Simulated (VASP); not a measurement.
Set up this calculation in VASP 6.6.1, as the native input.

| Property | Result |
| --- | --- |
| Task | single point |
| Functional | PBE |
| Dispersion | D3(BJ) |
| Potentials or basis | VASP PAW PBE potentials, release 64 (Al) |
| Cutoff | 520 eV |
| k mesh | 18 × 18 × 4 |
| Occupations | gaussian, width 0.15 eV |
| Spin | no spin polarisation |
| Dipole correction | no |
| Further INCAR settings | ALGO = Fast; EDIFF = 1e-07; NBANDS = 14 |

The structure of Al lies in POSCAR:

```
Al
1.0
    2.8144222650      0.0000000000      0.0000000000
   -1.4072111325      2.4373611785      0.0000000000
    0.0000000000      0.0000000000      9.2410470710
Al
4
Direct
    0.0000000000      0.0000000000      0.0000000000
    0.2184549959      0.4369099917      0.2197004032
    0.0000000000      0.0000000000      0.5000000000
    0.6666666667      0.3333333333      0.7500000000
```

This cell differs from its parent crystal: atom 2 (Al) moved by -0.560 Å along [1 2 0] and -0.280 Å along [0 0 1].

One way to write it, as run:

INCAR

```
SYSTEM = Al
PREC = Accurate
ENCUT = 520
EDIFF = 1E-7
ISMEAR = 0
SIGMA = 0.15
LREAL = .False.
LASPH = .True.
NELM = 60
ALGO = Fast
ISIF = 2
LWAVE = .False.
LCHARG = .False.
GGA = PE
IVDW = 12
NBANDS = 14
```

KPOINTS

```
regular mesh
0
Gamma
  18 18 4
  0 0 0
```

Potentials or basis: VASP PAW PBE potentials, release 64 (Al).

The run is started by

```console
$ cat potpaw_PBE.64/Al/POTCAR > POTCAR
$ mpirun -np 1 vasp_std > vasp.out
```

It gave:

```
Pressure                   : 4.3 GPa
Largest force              : 3.014 eV/Å
Band gap on the k mesh     : zero (bands 6 and 7 overlap by 5.16 eV)
Dispersion energy per atom : -0.351 eV
```

Caveat: the cell differs from its parent crystal (atom 2 (Al) moved by -0.560 Å along [1 2 0] and -0.280 Å along [0 0 1]); the stress differs along the axes, from 0 to 10 GPa; forces of over 1 eV/Å act on the atoms, so gaps and moduli don't describe the material at rest.

Wall time 4.5 min on 1 thread of Intel(R) Xeon(R) Platinum 8259CL CPU @ 2.50GHz (Skylake/Cascade Lake) (shared host), peak memory 0.36 GiB.
